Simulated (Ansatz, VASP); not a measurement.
# One calculation of Si2W, two programs

```xyz
3
Lattice="-1.6359 1.6359 3.9854 1.6359 -1.6359 3.9854 1.6359 1.6359 -3.9854" Properties=species:S:1:pos:R:3 pbc="T T T"
Si    0.0000    0.0000    2.6668
Si    0.0000    0.0000    5.3040
W     0.0000    0.0000    0.0000
```

Alike in both runs: task single point; functional PBE; k mesh 18 × 18 × 18; occupations gaussian, width 0.15 eV; no spin polarisation.

|  | VASP | Ansatz |
| --- | --- | --- |
| version | VASP 6.6.1 | Ansatz 0.2.0 |
| potentials or method | VASP PAW PBE potentials, release 64 (Si, W_sv), cutoff 520 eV | scalar-relativistic, plane waves, PAW |
| valence electrons in the cell | 22 | 22 |

|  | VASP | Ansatz | Ansatz less VASP |
| --- | --- | --- | --- |
| gap on the k mesh at the Fermi level (eV) | none | none | - |
| pressure (GPa) | -7.9 | -7.9 | -0.02 |
| traceless stress, the component that is largest in VASP (GPa) | -0.68 | -0.64 | +0.041 |
| rms of the force components (eV/Å) | 0.044 | 0.045 | +0.0006 |

Atom by atom the forces differ by 0.001 eV/Å (rms over components). A gap of «none» marks a metal or a gap that the smearing closes. The functional is the same, so the differences come from potentials, cutoffs and numerics.

Spin-orbit coupling is off throughout.
